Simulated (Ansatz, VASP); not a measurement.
**Two plane-wave programs on B4C3**

```xyz
7
Lattice="3.8525 0.0000 0.0000 0.0000 3.8525 0.0000 0.0000 0.0000 3.8525" Properties=species:S:1:pos:R:3 pbc="T T T"
B     0.7819    0.7819    3.0706
B     3.0706    3.0706    3.0706
B     0.7819    3.0706    0.7819
B     3.0706    0.7819    0.7819
C     0.0000    0.0000    1.9263
C     1.9263    0.0000    0.0000
C     0.0000    1.9263    0.0000
```

Alike in both runs: functional PBE; k mesh 10 × 10 × 10; occupations gaussian, width 0.1 eV; no spin polarisation.

Ansatz relaxed the structure, and its values are those at the end. VASP's run is a single point on that final structure, the one shown.

```csv
,VASP,Ansatz
version,VASP 6.6.1,Ansatz 0.2.0
potentials or method,"VASP PAW PBE potentials, release 64 (B, C), cutoff 520 eV","scalar-relativistic, plane waves, PAW"
valence electrons in the cell,24,24
```

VASP gave:

- gap on the k mesh at the Fermi level (eV): none
- pressure (GPa): 0.1

Q: Which values does Ansatz return?

A: gap on the k mesh at the Fermi level (eV): none; pressure (GPa): 0.0.

A gap of «none» marks a metal or a gap that the smearing closes. The functional is the same, so the differences come from potentials, cutoffs and numerics.
